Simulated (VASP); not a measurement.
# O (R-3m) in VASP: single point with PBE

Aim: the single point of O with PBE.

Everything below comes from runs of VASP 6.6.1. Logs are shortened: lines on timing, memory, paths and dates and some standing lists are left out, and cuts for length are marked.

## Step 1: The cell of the first run

Symmetry: R-3m, No. 166, trigonal system. The conventional cell has a = 2.847 Å, b = 2.847 Å, c = 10.225 Å, α = 90.00°, β = 90.00°, γ = 120.00°. O (site symmetry 3m) has 1 O at 1.18 Å within 1.6 Å.

## Step 2: Single point, PBE

File INCAR:

```
SYSTEM = O
ALGO     = Normal         ! electronic algorithm
EDIFF    = 1E-7           ! SCF threshold, eV
ENCUT    = 520            ! plane-wave cutoff, eV
GGA      = PE             ! functional
ISIF     = 2              ! what is computed and relaxed
ISMEAR   = -1             ! smearing method
LASPH    = .True.         ! aspherical terms in the spheres
LCHARG   = .True.         ! write CHGCAR
LELF     = .True.         ! ELF
LREAL    = .False.        ! projectors in reciprocal space
LVHAR    = .True.       
LWAVE    = .False.        ! write WAVECAR
NBANDS   = 13             ! bands
NELM     = 60             ! most SCF steps
PREC     = Accurate       ! precision mode
SIGMA    = 0.02           ! smearing width, eV
```

File KPOINTS:

```
k-points
0
Gamma
  10 10 10
  0 0 0
```

File POSCAR:

```
O
1.0
    1.4233490221      0.8217709410      3.4083000000
   -1.4233490221      0.8217709410      3.4083000000
    0.0000000000     -1.6435418821      3.4083000000
O
2
Direct
    0.0577000000      0.0577000000      0.0577000000
    0.9423000000      0.9423000000      0.9423000000
```

Potentials or basis: VASP PAW PBE potentials, release 64 (O).

The run is started by

```
> cat potpaw_PBE.64/O/POTCAR > POTCAR
> mpirun -np 1 vasp_std > vasp.out
```

OUTCAR:

```text
SYSTEM = O
   EDIFF = 1E-7
   ENCUT = 520
   GGA = PE
   ISIF = 2
   ISMEAR = -1
   LASPH = .True.
   LREAL = .False.
   NELM = 60
   PREC = Accurate

 ion  position               nearest neighbor table
   1  0.058  0.058  0.058-   2 1.18
   2  0.942  0.942  0.942-   1 1.18

  LATTYP: Found a trigonal (rhomboedric) cell.
 ALAT       =     3.7838788046
 COS(alpha) =     0.7170052526

  Lattice vectors:

 A1 = (   1.4233490221,   0.8217709410,   3.4083000000)
 A2 = (  -1.4233490221,   0.8217709410,   3.4083000000)
 A3 = (   0.0000000000,  -1.6435418821,   3.4083000000)

Analysis of symmetry for initial positions (statically):
=====================================================================
 Subroutine PRICEL returns:
 Original cell was already a primitive cell.

 Routine SETGRP: Setting up the symmetry group for a
 trigonal (rhombohedral) supercell.

 Subroutine GETGRP returns: Found 12 space group operations
 (whereof 12 operations were pure point group operations)
 out of a pool of 12 trial point group operations.

The static configuration has the point symmetry D_3d.

Analysis of symmetry for dynamics (positions and initial velocities):
=====================================================================
 Subroutine PRICEL returns:
 Original cell was already a primitive cell.

 Routine SETGRP: Setting up the symmetry group for a
 trigonal (rhombohedral) supercell.

 Subroutine GETGRP returns: Found 12 space group operations
 (whereof 12 operations were pure point group operations)
 out of a pool of 12 trial point group operations.

The dynamic configuration has the point symmetry D_3d.

 Subroutine INISYM returns: Found 12 space group operations
 (whereof 12 operations are pure point group operations),
 and found     1 'primitive' translations

----------------------------------------------------------------------------------------

                                     Primitive cell

  volume of cell :      23.9195

  direct lattice vectors                    reciprocal lattice vectors
     1.423349022  0.821770941  3.408300000     0.351284184  0.202814018  0.097800467
    -1.423349022  0.821770941  3.408300000    -0.351284184  0.202814018  0.097800467
     0.000000000 -1.643541882  3.408300000     0.000000000 -0.405628037  0.097800467

  length of vectors
     3.783878805  3.783878805  3.783878805     0.417251765  0.417251765  0.417251765

  position of ions in fractional coordinates (direct lattice)
     0.057700000  0.057700000  0.057700000
     0.942300000  0.942300000  0.942300000

  ion indices of the primitive-cell ions
   primitive index   ion index
                 1           1
                 2           2

----------------------------------------------------------------------------------------

 KPOINTS: k-points

Automatic generation of k-mesh.
 Grid dimensions read from file:
 generate k-points for:   10   10   10

 Generating k-lattice:

  Cartesian coordinates                     Fractional coordinates (reciprocal lattice)
     0.035128418  0.020281402  0.009780047     0.100000000  0.000000000  0.000000000
    -0.035128418  0.020281402  0.009780047     0.000000000  0.100000000  0.000000000
     0.000000000 -0.040562804  0.009780047     0.000000000  0.000000000  0.100000000

  Length of vectors
     0.041725177  0.041725177  0.041725177

  Shift w.r.t. Gamma in fractional coordinates (k-lattice)
     0.000000000  0.000000000  0.000000000

 Subroutine IBZKPT returns following result:
 ===========================================

 Found    116 irreducible k-points:

 Following reciprocal coordinates:
            Coordinates               Weight
  0.000000  0.000000  0.000000      1.000000
  0.100000  0.000000  0.000000      6.000000
  0.200000  0.000000  0.000000      6.000000
  0.300000  0.000000  0.000000      6.000000
  0.400000  0.000000  0.000000      6.000000
  0.500000  0.000000  0.000000      3.000000
[... 16 lines left out ...]
  0.300000  0.300000  0.000000      6.000000
  0.400000  0.300000  0.000000     12.000000
 [... further k-points ...]
   k-points           NKPTS =    116   k-points in BZ     NKDIM =    116   number of bands    NBANDS=     13
   number of dos      NEDOS =    301   number of ions     NIONS =      2
   total plane-waves  NPLWV =  21952
   dimension x,y,z NGX =    28 NGY =   28 NGZ =   28
   dimension x,y,z NGXF=    56 NGYF=   56 NGZF=   56
   ions per type =               2
   NGX,Y,Z   is equivalent  to a cutoff of  12.30, 12.30, 12.30 a.u.
   NGXF,Y,Z  is equivalent  to a cutoff of  24.60, 24.60, 24.60 a.u.
 SYSTEM =  O
   PREC   = accura    normal or accurate (medium, high low for compatibility)
   ISTART =      0    job   : 0-new  1-cont  2-samecut
   ICHARG =      2    charge: 1-file 2-atom 10-const
   ISPIN  =      1    spin polarized calculation?
   LNONCOLLINEAR =      F non collinear calculations
   LSORBIT =      F    spin-orbit coupling
   LASPH  =      T    aspherical Exc in radial PAW
   ENCUT  =  520.0 eV  38.22 Ry    6.18 a.u.   7.04  7.04  7.04*2*pi/ulx,y,z
   NELM   =     60;   NELMIN=  2; NELMDL= -5     # of ELM steps
   EDIFF  = 0.1E-06   stopping-criterion for ELM
   LREAL  =      F    real-space projection
   EDIFFG = 0.1E-05   stopping-criterion for IOM
   NSW    =      0    number of steps for IOM
   IBRION =     -1    ionic relax: 0-MD 1-quasi-New 2-CG
   NFREE  =      0    steps in history (QN), initial steepest desc. (CG)
   ISIF   =      2    stress and relaxation
   ISYM   =      2    0-nonsym 1-usesym 2-fastsym
   POTIM  = 0.5000    time-step for ionic-motion
   TEBEG  =    0.0;   TEEND  =   0.0 temperature during run
   PSTRESS=    0.0 pullay stress
   NELECT =      12.0000    total number of electrons
   NUPDOWN=      -1.0000    fix difference up-down
   EMIN   =  10.00;   EMAX   =-10.00  energy-range for DOS
   EFERMI =   0.00;   METHOD = LEGACY
   ISMEAR =    -1;   SIGMA  =   0.02  broadening in eV -4-tet -1-fermi 0-gaus
   EFERMI_NEDOS =   21; number of points for ismear=-14 and -15
   IALGO  =     38    algorithm
   IMIX   =      4    mixing-type and parameters
     AMIX     =   0.40;   BMIX     =  1.00
     AMIX_MAG =   1.60;   BMIX_MAG =  1.00
  volume/ion in A,a.u.               =      11.96        80.71
  Fermi-wavevector in a.u.,A,eV,Ry     =   1.300823  2.458199 23.022964  1.692140
  Thomas-Fermi vector in A             =   2.431997
   LORBIT       =      0    0 simple, 1 ext, 2 COOP (PROOUT), +10 PAW based schemes
   GGA     = PE    functional components
   LHFCALC =     F    Hartree Fock is set to
   AEXX    =    0.0000 exact exchange contribution
   IVDW    =     0    specifies the selected vdW correction
   LEPSILON=     F    determine dielectric tensor
   LRPA    =     F    only Hartree local field effects (RPA)
 non-spin polarized calculation
  energy-cutoff  :      520.00
  volume of cell :       23.92
 maximum number of plane-waves:       654
   NGX = 15   NGY = 15   NGZ = 15

 number of electron      11.9999999 magnetization

 Free energy of the ion-electron system (eV)
  ---------------------------------------------------
  ext. energy  EPLUGINS =         0.00000000
  ---------------------------------------------------
  free energy    TOTEN  =        -9.29470904 eV

  energy without entropy =       -9.29291238  energy(sigma->0) =       -9.29381071

 E-fermi :   0.4356     XC(G=0):  -9.1967

 val. band max:        0.4092598225   @ k =  -0.4000   0.1000  -0.0000
 cond. band min:       0.4377978911   @ k =   0.5000   0.5000   0.3000
 fundamental gap:      0.0285380686
 Fermi energy:         0.4356094206

 k-point     1 :       0.0000    0.0000    0.0000
  band No.  band energies     occupation
      1     -27.7465      2.00000
      2     -13.4337      2.00000
      3      -8.7153      2.00000
      4      -6.1573      2.00000
      5      -6.1573      2.00000
      6       0.9882      0.00000
      7       0.9882      0.00000
      8       8.7248      0.00000
      9      12.1553      0.00000
     10      15.4591      0.00000
     11      19.1307      0.00000
     12      21.7501      0.00000
     13      21.7501      0.00000

 k-point     2 :       0.1000    0.0000    0.0000
  band No.  band energies     occupation
      1     -27.7136      2.00000
      2     -13.4218      2.00000
      3      -8.6584      2.00000
      4      -6.3253      2.00000
      5      -6.1951      2.00000
      6       0.8471      0.00000
      7       0.9399      0.00000
      8       9.0408      0.00000
      9      12.1508      0.00000
     10      15.4703      0.00000
     11      19.3413      0.00000
     12      20.3341      0.00000
     13      22.1406      0.00000

 k-point     3 :       0.2000    0.0000    0.0000
  band No.  band energies     occupation
      1     -27.6273      2.00000
      2     -13.3877      2.00000
      3      -8.5234      2.00000
      4      -6.7330      2.00000
      5      -6.2923      2.00000
      6       0.4967      0.09017
      7       0.8152      0.00000
      8       9.8291      0.00000
      9      12.1249      0.00000
     10      15.6448      0.00000
     11      17.8139      0.00000
     12      20.5362      0.00000
     13      22.1741      0.00000
[... 305 lines left out ...]
 k-point    23 :       0.3000    0.3000    0.0000
  band No.  band energies     occupation
      1     -27.5020      2.00000
      2     -13.6119      2.00000
      3      -8.1082      2.00000
      4      -6.8979      2.00000
      5      -6.5458      2.00000
      6      -0.2515      2.00000
      7       1.0156      0.00000
      8      10.1662      0.00000
      9      12.3520      0.00000
     10      15.1250      0.00000
     11      16.4829      0.00000
     12      20.2504      0.00000
     13      22.9672      0.00000

 k-point    24 :       0.4000    0.3000    0.0000
  band No.  band energies     occupation
      1     -27.4383      2.00000
      2     -13.5991      2.00000
      3      -8.0913      2.00000
      4      -6.9344      2.00000
      5      -6.7307      2.00000
      6      -0.4749      2.00000
      7       0.9131      0.00000
      8      10.4024      0.00000
      9      12.6146      0.00000
     10      15.2938      0.00000
     11      15.9800      0.00000
     12      19.7552      0.00000
     13      22.4835      0.00000

 [... further k-points ...]
[... 5 lines left out ...]
  --------------------------------------------------------------------------------------
  -------------------------------------------------------------------------------------
  Total       -0.9349092     -0.9349092      6.0531696      0.0000000     -0.0000000      0.0000000
  in kB      -62.6222608    -62.6222608    405.4545470      0.0000000     -0.0000000      0.0000000
  external PRESSURE =      93.4033418 kB  Pullay stress =       0.0000000 kB

 VOLUME and BASIS-vectors are now :
 -----------------------------------------------------------------------------
  energy-cutoff  :      520.00
  volume of cell :       23.92
      direct lattice vectors                 reciprocal lattice vectors
     1.423349022  0.821770941  3.408300000     0.351284184  0.202814018  0.097800467
    -1.423349022  0.821770941  3.408300000    -0.351284184  0.202814018  0.097800467
     0.000000000 -1.643541882  3.408300000     0.000000000 -0.405628037  0.097800467

 POSITION                                       TOTAL-FORCE (eV/Angst)
 -----------------------------------------------------------------------------------
      0.00000     -0.00000      0.58998         0.000000     -0.000000      4.296431
      0.00000     -0.00000      9.63492         0.000000      0.000000     -4.296431
 -----------------------------------------------------------------------------------
    total drift:                                0.000000     -0.000000      0.000000

  FREE ENERGIE OF THE ION-ELECTRON SYSTEM (eV)
  ---------------------------------------------------
  free  energy   TOTEN  =        -9.2947090426 eV

  energy  without entropy=       -9.2929123756  energy(sigma->0) =       -9.29381071
```

Wall time 40 s (1 thread of Intel Xeon Platinum 8375C at 2.90GHz (Ice Lake), shared host); peak memory 0.16 GiB.

What came out:

| Quantity | Value |
| --- | --- |
| Free energy | -9.2947 eV |
| Pressure | 9.3 GPa |
| Largest force | 4.296 eV/Å |
| Band gap on the k mesh | zero (bands 6 and 7 overlap by 1.29 eV) |

Forces on the atoms (eV/Å):
```
O    0.000  0.000  4.296
O    0.000  0.000 -4.296
```

Stress tensor (GPa, compression positive):
```
-6.26  0.00  0.00
 0.00 -6.26  0.00
 0.00  0.00 40.55
```

Caveat: the standard files for N, O and F lose accuracy on very short bonds; spin is off for a triplet molecule; the cell stands under pressure; this functional lacks dispersion, which holds the molecules together, so the pressure and a relaxed volume are unreliable; forces of over 1 eV/Å act on the atoms, so gaps and moduli don't describe the material at rest.
